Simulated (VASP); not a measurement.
# H7C16N in VASP: notebook, part 2 of 2

VASP 6.6.1. The steps go on from the part before.

## 5. Single point, PBE

Input file INCAR:

```
ALGO = Normal ; EDIFF = 1E-7
ENCUT = 520 ; GGA = PE
ISIF = 2 ; ISMEAR = -1
LASPH = T ; LCHARG = T
LELF = T ; LREAL = Auto
LVHAR = T ; LWAVE = F
NBANDS = 56 ; NELM = 60
PREC = Accurate ; SIGMA = 0.02
```

Input file KPOINTS:

```
k-points
0
Gamma
  3 3 1
```

Input file POSCAR:

```
H7C16N
1.0
    5.0487420000      0.0000000000      0.0000000000
    2.5243710000      4.3723390000      0.0000000000
    0.0000000000      0.0000000000     16.6764260000
H C N
7 16 1
Direct
    0.1666721879      0.1666613682      0.0599648870
    0.6666779319      0.1666613682      0.0599648870
    0.1666715721      0.6666683439      0.0599648870
    0.6666575092      0.6666683439      0.0599648870
    0.5699806638      0.6709452309      0.3823001403
    0.3490094078      0.5329412930      0.3954024681
    1.0162328087     -0.0026530422      0.3476944041
    0.1666721879      0.1666613682      0.1259262626
    0.6666779319      0.1666613682      0.1259262626
    0.1666715721      0.6666683439      0.1259262626
    0.6666575092      0.6666683439      0.1259262626
   -0.1666613682      0.3333227364      0.1568261689
    0.3333443758      0.3333227364      0.1568261689
   -0.1666619840      0.8333297121      0.1568261689
    0.3333437600      0.8333297121      0.1568261689
   -0.1625686084      0.3303266284      0.2496278279
    0.3413125771      0.3217042411      0.2548747555
   -0.1655579430      0.8348849437      0.2543650540
    0.3341068172      0.8340615858      0.2524701636
   -0.0009765216      0.0099946505      0.2817570144
    0.5073413538      0.0035907554      0.2731580496
    0.0091407073      0.5029573416      0.2716409379
    0.5204318785      0.4883884804      0.2823326773
    0.5449111426      0.4898979699      0.3700013420
```

Potentials or basis: VASP PAW PBE potentials, release 64 (H, C, N).

The run is started by

```
$ cat potpaw_PBE.64/H/POTCAR potpaw_PBE.64/C/POTCAR potpaw_PBE.64/N/POTCAR > POTCAR
$ mpirun -np 1 vasp_std > vasp.out
```

OUTCAR:

```text
EDIFF = 1E-7
   ENCUT = 520
   GGA = PE
   ISIF = 2
   ISMEAR = -1
   LASPH = T
   LREAL = Auto
   NELM = 60
   PREC = Accurate

 ion  position               nearest neighbor table
   1  0.167  0.167  0.060-   8 1.10
   2  0.667  0.167  0.060-   9 1.10
   3  0.167  0.667  0.060-  10 1.10
   4  0.667  0.667  0.060-  11 1.10
   5  0.570  0.671  0.382-  24 1.00
   6  0.349  0.533  0.395-  24 0.99
   7  0.016  0.997  0.348-  20 1.10
   8  0.167  0.167  0.126-   1 1.10  15 1.55  12 1.55  13 1.55
   9  0.667  0.167  0.126-   2 1.10  12 1.55  14 1.55  13 1.55
  10  0.167  0.667  0.126-   3 1.10  14 1.55  15 1.55  13 1.55
  11  0.667  0.667  0.126-   4 1.10  15 1.55  14 1.55  12 1.55
  12  0.833  0.333  0.157-   9 1.55   8 1.55  11 1.55  16 1.55
  13  0.333  0.333  0.157-   9 1.55   8 1.55  10 1.55  17 1.64
  14  0.833  0.833  0.157-   9 1.55  10 1.55  11 1.55  18 1.63
  15  0.333  0.833  0.157-  11 1.55   8 1.55  10 1.55  19 1.60
  16  0.837  0.330  0.250-  23 1.49  20 1.50  12 1.55  22 1.55
  17  0.341  0.322  0.255-  21 1.42  22 1.48  23 1.58  13 1.64
  18  0.834  0.835  0.254-  21 1.46  22 1.48  20 1.55  14 1.63
  19  0.334  0.834  0.252-  21 1.54  20 1.54  23 1.59  15 1.60
  20  0.999  0.010  0.282-   7 1.10  16 1.50  19 1.54  18 1.55
  21  0.507  0.004  0.273-  17 1.42  18 1.46  19 1.54
  22  0.009  0.503  0.272-  18 1.48  17 1.48  16 1.55
  23  0.520  0.488  0.282-  24 1.47  16 1.49  17 1.58  19 1.59
  24  0.545  0.490  0.370-   6 0.99   5 1.00  23 1.47

  LATTYP: Found a hexagonal cell.
 ALAT       =     5.0487421480
 C/A-ratio  =     3.3030853055

  Lattice vectors:

 A1 = (  -2.5243710000,  -4.3723390000,   0.0000000000)
 A2 = (   5.0487420000,   0.0000000000,   0.0000000000)
 A3 = (   0.0000000000,   0.0000000000,  16.6764260000)

Analysis of symmetry for initial positions (statically):
=====================================================================
 Subroutine PRICEL returns:
 Original cell was already a primitive cell.

 Routine SETGRP: Setting up the symmetry group for a
 hexagonal supercell.

 Subroutine GETGRP returns: Found  1 space group operations
 (whereof  1 operations were pure point group operations)
 out of a pool of 24 trial point group operations.

The static configuration has the point symmetry C_1 .

Analysis of symmetry for dynamics (positions and initial velocities):
=====================================================================
 Subroutine PRICEL returns:
 Original cell was already a primitive cell.

 Routine SETGRP: Setting up the symmetry group for a
 hexagonal supercell.

 Subroutine GETGRP returns: Found  1 space group operations
 (whereof  1 operations were pure point group operations)
 out of a pool of 24 trial point group operations.

The dynamic configuration has the point symmetry C_1 .

 Subroutine INISYM returns: Found  1 space group operations
 (whereof  1 operations are pure point group operations),
 and found     1 'primitive' translations

----------------------------------------------------------------------------------------

                                     Primitive cell

  volume of cell :     368.1290

  direct lattice vectors                    reciprocal lattice vectors
[... 89 lines left out ...]
  0.333333  0.000000  0.000000      2.000000
  0.333333  0.333333  0.000000      2.000000
  0.000000  0.333333  0.000000      2.000000
 -0.333333  0.333333  0.000000      2.000000
   k-points           NKPTS =      5   k-points in BZ     NKDIM =      5   number of bands    NBANDS=     56
   number of dos      NEDOS =    301   number of ions     NIONS =     24
   total plane-waves  NPLWV = 201600
   dimension x,y,z NGX =    40 NGY =   40 NGZ =  126
   dimension x,y,z NGXF=    80 NGYF=   80 NGZF=  252
   ions per type =               7  16   1
   NGX,Y,Z   is equivalent  to a cutoff of  13.17, 13.17, 12.56 a.u.
   NGXF,Y,Z  is equivalent  to a cutoff of  26.34, 26.34, 25.12 a.u.
 SYSTEM =  unknown system
   PREC   = accura    normal or accurate (medium, high low for compatibility)
   ISTART =      0    job   : 0-new  1-cont  2-samecut
   ICHARG =      2    charge: 1-file 2-atom 10-const
   ISPIN  =      1    spin polarized calculation?
   LNONCOLLINEAR =      F non collinear calculations
   LSORBIT =      F    spin-orbit coupling
   LASPH  =      T    aspherical Exc in radial PAW
   ENCUT  =  520.0 eV  38.22 Ry    6.18 a.u.   9.39  9.39 31.01*2*pi/ulx,y,z
   NELM   =     60;   NELMIN=  2; NELMDL= -5     # of ELM steps
   EDIFF  = 0.1E-06   stopping-criterion for ELM
   LREAL  =      T    real-space projection
   EDIFFG = 0.1E-05   stopping-criterion for IOM
   NSW    =      0    number of steps for IOM
   IBRION =     -1    ionic relax: 0-MD 1-quasi-New 2-CG
   NFREE  =      0    steps in history (QN), initial steepest desc. (CG)
   ISIF   =      2    stress and relaxation
   ISYM   =      2    0-nonsym 1-usesym 2-fastsym
   POTIM  = 0.5000    time-step for ionic-motion
   TEBEG  =    0.0;   TEEND  =   0.0 temperature during run
   PSTRESS=    0.0 pullay stress
   NELECT =      76.0000    total number of electrons
   NUPDOWN=      -1.0000    fix difference up-down
   EMIN   =  10.00;   EMAX   =-10.00  energy-range for DOS
   EFERMI =   0.00;   METHOD = LEGACY
   ISMEAR =    -1;   SIGMA  =   0.02  broadening in eV -4-tet -1-fermi 0-gaus
   EFERMI_NEDOS =   21; number of points for ismear=-14 and -15
   IALGO  =     38    algorithm
   IMIX   =      4    mixing-type and parameters
     AMIX     =   0.40;   BMIX     =  1.00
     AMIX_MAG =   1.60;   BMIX_MAG =  1.00
  volume/ion in A,a.u.               =      15.34       103.51
  Fermi-wavevector in a.u.,A,eV,Ry     =   0.967563  1.828429 12.737484  0.936179
  Thomas-Fermi vector in A             =   2.097459
   LORBIT       =      0    0 simple, 1 ext, 2 COOP (PROOUT), +10 PAW based schemes
   GGA     = PE    functional components
   LHFCALC =     F    Hartree Fock is set to
   AEXX    =    0.0000 exact exchange contribution
   IVDW    =     0    specifies the selected vdW correction
   LEPSILON=     F    determine dielectric tensor
   LRPA    =     F    only Hartree local field effects (RPA)
 non-spin polarized calculation
  energy-cutoff  :      520.00
  volume of cell :      368.13
 maximum number of plane-waves:      9916
 NGX is ok and might be reduce to    40
   NGX = 19   NGY = 19   NGZ = 63

 number of electron      76.0000003 magnetization

 Free energy of the ion-electron system (eV)
  ---------------------------------------------------
  ext. energy  EPLUGINS =         0.00000000
  ---------------------------------------------------
  free energy    TOTEN  =      -175.19191715 eV

  energy without entropy =     -175.18405774  energy(sigma->0) =     -175.18798744

 E-fermi :   0.5868     XC(G=0):  -5.1663

 val. band max:        0.5813509750   @ k =  -0.3333   0.3333   0.0000
 cond. band min:       0.7868404924   @ k =   0.0000   0.3333   0.0000
 fundamental gap:      0.2054895174
 Fermi energy:         0.5867731454

 k-point     1 :       0.0000    0.0000    0.0000
  band No.  band energies     occupation
      1     -20.5132      2.00000
      2     -18.5160      2.00000
      3     -16.9183      2.00000
      4     -15.3394      2.00000
      5     -15.2039      2.00000
      6     -14.9671      2.00000
[... 254 lines left out ...]
     49       6.9203      0.00000
     50       7.1038      0.00000
 [bands above 50 left out]

------------------------ aborting loop because EDIFF is reached ----------------------------------------

  FORCE on cell =-STRESS in cart. coord.  units (eV):
  Direction    XX          YY          ZZ          XY          YZ          ZX
  --------------------------------------------------------------------------------------
  -------------------------------------------------------------------------------------
  Total        2.2683096      3.9006912     -0.9289691     -1.6337540      0.8620745     -2.5734833
  in kB        9.8721769     16.9766566     -4.0430756     -7.1104529      3.7519359    -11.2003590
  external PRESSURE =       7.6019193 kB  Pullay stress =       0.0000000 kB

 VOLUME and BASIS-vectors are now :
 -----------------------------------------------------------------------------
  energy-cutoff  :      520.00
  volume of cell :      368.13
      direct lattice vectors                 reciprocal lattice vectors
     5.048742000  0.000000000  0.000000000     0.198069143 -0.114355268  0.000000000
     2.524371000  4.372339000  0.000000000     0.000000000  0.228710537  0.000000000
     0.000000000  0.000000000 16.676426000     0.000000000  0.000000000  0.059964887

 POSITION                                       TOTAL-FORCE (eV/Angst)
 -----------------------------------------------------------------------------------
      1.26220      0.72870      1.00000         0.027085      0.019948     -0.173400
      3.78660      0.72870      1.00000        -0.028719     -0.057024     -0.194977
      2.52440      2.91490      1.00000        -0.058265     -0.015939     -0.210026
      5.04870      2.91490      1.00000         0.037479      0.003619     -0.140140
      4.57140      2.93360      6.37540         0.666607      0.699094      0.444582
      3.10740      2.33020      6.59390        -1.176802      0.114550      0.497671
[... 16 lines left out ...]
      3.86040      2.13540      4.70830        -1.659302      1.884931      0.401002
      3.98780      2.14200      6.17030         0.295225     -0.871483     -0.421881
 -----------------------------------------------------------------------------------
    total drift:                               -0.003020      0.000763     -0.053861

  FREE ENERGIE OF THE ION-ELECTRON SYSTEM (eV)
  ---------------------------------------------------
  free  energy   TOTEN  =      -175.1919171479 eV

  energy  without entropy=     -175.1840577383  energy(sigma->0) =     -175.18798744
```

Wall time 4.6 min (1 thread of Intel Xeon Platinum 8375C at 2.90GHz (Ice Lake), shared host); peak memory 0.46 GiB.

Results:

| Property | Result |
| --- | --- |
| Free energy | -175.1919 eV |
| Largest force | 2.545 eV/Å |
| Band gap on the k mesh | zero (bands 38 and 39 overlap by 0.03 eV) |

Forces on the atoms (eV/Å):
```
H    0.027  0.020 -0.173
H   -0.029 -0.057 -0.195
H   -0.058 -0.016 -0.210
H    0.037  0.004 -0.140
H    0.667  0.699  0.445
H   -1.177  0.115  0.498
H   -0.328  0.511 -0.177
C    0.002 -0.053  1.354
C   -0.038  0.031  1.266
C    0.078 -0.023  1.510
C   -0.061  0.021  1.504
C   -0.145 -0.246 -1.226
C    0.228 -0.043 -1.577
C    0.006 -0.015 -1.520
C   -0.134 -0.115 -0.552
C    1.664  0.852  0.116
C    0.961  2.302 -0.180
C    0.753 -0.170  0.323
C    1.024 -0.172 -1.018
C    0.635 -2.098 -0.016
C   -1.682 -1.910 -0.010
C   -1.065 -0.650 -0.001
C   -1.659  1.885  0.401
N    0.295 -0.871 -0.422
```

Caveat: the k points lie up to 0.48 Å⁻¹ apart; there is no dipole correction, which matters where the two faces differ.

## 6. Overview

```csv
cell,gap on the mesh (eV),largest force (eV/Å)
"as given, atomic positions A",none,1.64
"as given, atomic positions B",none,1.66
"as given, atomic positions C",none,2.52
"as given, atomic positions D",none,2.54
```

Alike in all rows: task single point; level PBE; potentials or basis VASP PAW PBE potentials, release 64 (H, C, N); no spin polarisation; k mesh 3 × 3 × 1; cutoff (eV) 520; smearing fermi-dirac 0.02 eV.

Caveats: all runs use coarse meshes; there is no dipole correction, which matters where the two faces differ.

Total energies depend on the potentials used, so only differences within one code and one set of settings carry meaning.

The gap in the log of VASP goes by the Fermi energy; the results here count the filled bands.